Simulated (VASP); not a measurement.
A run of VASP 6.6.1 is set up as follows.

File INCAR:

```
SYSTEM = Cu
PREC = Accurate ; ENCUT = 520
EDIFF = 1E-7 ; ISMEAR = 0
SIGMA = 0.15 ; LREAL = .False.
LASPH = .True. ; NELM = 60
ALGO = Fast ; ISIF = 2
LWAVE = .False. ; LCHARG = .False.
GGA = CA ; NBANDS = 18
```

Contents of KPOINTS:

```
Automatic mesh
0
Gamma
  20 20 18
  0 0 0
```

The input POSCAR:

```
Cu
1.0
    1.1988715060     -3.9071941049      0.0000000000
    1.1988715060      3.9071941049      0.0000000000
    0.0000000000      0.0000000000      2.4356971987
Cu
2
Direct
    0.1337548427      0.8662451573      0.2500000000
    0.8662451573      0.1337548427      0.7500000000
```

Potentials or basis: VASP PAW LDA potentials, release 64 (Cu).

Run with:

```console
$ cat potpaw_LDA.64/Cu/POTCAR > POTCAR
$ mpirun -np 1 vasp_std > vasp.out
```

Task: What does it give for the pressure?

Result: 1.0 GPa.

Task: What does it give for the band gap on the k mesh?

Result: Zero (bands 11 and 12 overlap by 5.79 eV).

Forces in eV/Å, atoms in the order of the input:
```
Cu   0.000  0.006  0.000
Cu   0.000 -0.006  0.000
```
